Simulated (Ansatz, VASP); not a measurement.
**TaSi2: VASP beside Ansatz**

Contents of INCAR:

```
SYSTEM = TaSi2
  ALGO = Normal
  EDIFF = 1E-7
  ENCUT = 520
  GGA = PS
  ISIF = 2
  ISMEAR = 0
  LASPH = .TRUE.
  LCHARG = .TRUE.
  LELF = .TRUE.
  LREAL = .FALSE.
  LVHAR = .TRUE.
  LWAVE = .FALSE.
  NBANDS = 38
  NELM = 80
  PREC = Accurate
  SIGMA = 0.15
```

Contents of KPOINTS:

```
k-points
0
G
  9 9 6
  0 0 0
```

Contents of POSCAR:

```
TaSi2
1.0
    4.7613605622      0.0000000000      0.0000000000
   -2.3806802811      4.1234592035      0.0000000000
    0.0000000000      0.0000000000      6.5581204410
Ta Si
3 6
Direct
    0.4101097272      0.0000000000     -0.0978939020
    0.5000000000      0.5000000000      0.6666666667
    0.0000000000      0.5000000000      0.3333333333
    0.1592624125      0.3185248251      0.0000000000
    0.8407375875      0.1592624125      0.6666666667
    0.6814751749      0.8407375875      0.3333333333
    0.8407375875      0.6814751749      0.0000000000
    0.1592624125      0.8407375875      0.6666666667
    0.3185248251      0.1592624125      0.3333333333
```

Input for Ansatz:

```yaml
crystal:
  lattice:
    - [4.7613605622, 0.0, 0.0]
    - [-2.3806802811, 4.1234592035, 0.0]
    - [0.0, 0.0, 6.558120441]
  atoms:
    - { symbol: Ta, position: [0.4101097272, 0.0, -0.097893902] }
    - { symbol: Ta, position: [0.5, 0.5, 0.6666666667] }
    - { symbol: Ta, position: [0.0, 0.5, 0.3333333333] }
    - { symbol: Si, position: [0.1592624125, 0.3185248251, 0.0] }
    - { symbol: Si, position: [0.8407375875, 0.1592624125, 0.6666666667] }
    - { symbol: Si, position: [0.6814751749, 0.8407375875, 0.3333333333] }
    - { symbol: Si, position: [0.8407375875, 0.6814751749, 0.0] }
    - { symbol: Si, position: [0.1592624125, 0.8407375875, 0.6666666667] }
    - { symbol: Si, position: [0.3185248251, 0.1592624125, 0.3333333333] }
basis:
  ecutwfc: 420
kpoints:
  mp_grid: { grid: [9, 9, 6] }
hamiltonian:
  xc: pbesol
  pseudopotentials: { kind: paw, azcp: { folder: soft_1 } }
scf:
  occupations: { method: gaussian, width: 0.15 }
output:
  forces: true
  stress: true
  eigenvalues: true
```

Alike in both runs: task single point; functional PBEsol; k mesh 9 × 9 × 6; occupations gaussian, width 0.15 eV; no spin polarisation.

|  | VASP | Ansatz |
| --- | --- | --- |
| version | VASP 6.6.1 | Ansatz 0.2.0 |
| potentials or method | VASP PAW PBE potentials, release 64 (Ta_pv, Si), cutoff 520 eV | scalar-relativistic, plane waves, PAW |
| valence electrons in the cell | 57 | 63 |

|  | VASP | Ansatz | Ansatz less VASP |
| --- | --- | --- | --- |
| gap on the k mesh at the Fermi level (eV) | none | none | - |
| pressure (GPa) | 22.5 | 22.2 | -0.32 |
| traceless stress, the component that is largest in VASP (GPa) | 17.75 | 17.71 | -0.036 |
| rms of the force components (eV/Å) | 6.325 | 6.301 | -0.0240 |

VASP's potentials were made for PBE, not for PBEsol, and Ansatz warns of the same on its side. Atom by atom the forces differ by 0.025 eV/Å (rms over components). A gap of «none» marks a metal or a gap that the smearing closes. With one functional, cell and mesh, what is left measures potentials, basis and numerics. VASP's potentials hold 57 valence electrons a cell and Ansatz's 63, so a difference there can come from the potentials and not from the codes.

Spin-orbit coupling is off throughout.
